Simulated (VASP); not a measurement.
TaRh3:

```xyz
4
Lattice="3.8600 0.0000 0.0000 0.0000 3.8600 0.0000 0.0000 0.0000 3.8600" Properties=species:S:1:pos:R:3 pbc="T T T"
Ta    0.0000    0.0000    0.0000
Rh    0.0000    1.9300    1.9300
Rh    1.9300    0.0000    1.9300
Rh    1.9300    1.9300    0.0000
```

```yaml
Program: VASP 6.6.1
Task: relaxation of cell and atoms
Functional: LDA
Potentials_or_basis: VASP PAW LDA potentials, release 64 (Ta_pv, Rh_pv)
Cutoff: 600 eV
k_mesh: 12 × 12 × 12
Occupations: methfessel-paxton, width 0.1 eV
Spin: no spin polarisation
```

At the start: pressure -8.2 GPa; volume 14.38 Å³/atom.

Task: Where does the relaxation end?

Result: Over 4 steps the energy falls by 10.5 meV/atom and the volume is 13.98 Å³/atom (-2.8 %); space group Pm-3m (No. 221, to 0.05 Å).

Step by step:
```csv
step,energy change (eV),largest force (eV/Å),pressure (GPa),volume (Å³)
1,0.0000,0.0000,-8.18,57.51
2,0.3333,0.0000,30.16,51.61
3,-0.0419,0.0000,-0.29,55.97
4,-0.0419,0.0000,-0.03,55.92
```

Final structure:
```
CELL_PARAMETERS angstrom
3.82407 0.00000 0.00000
0.00000 3.82407 0.00000
0.00000 0.00000 3.82407
ATOMIC_POSITIONS crystal
Ta 0.00000 0.00000 0.00000
Rh 0.00000 0.50000 0.50000
Rh 0.50000 0.00000 0.50000
Rh 0.50000 0.50000 0.00000
```
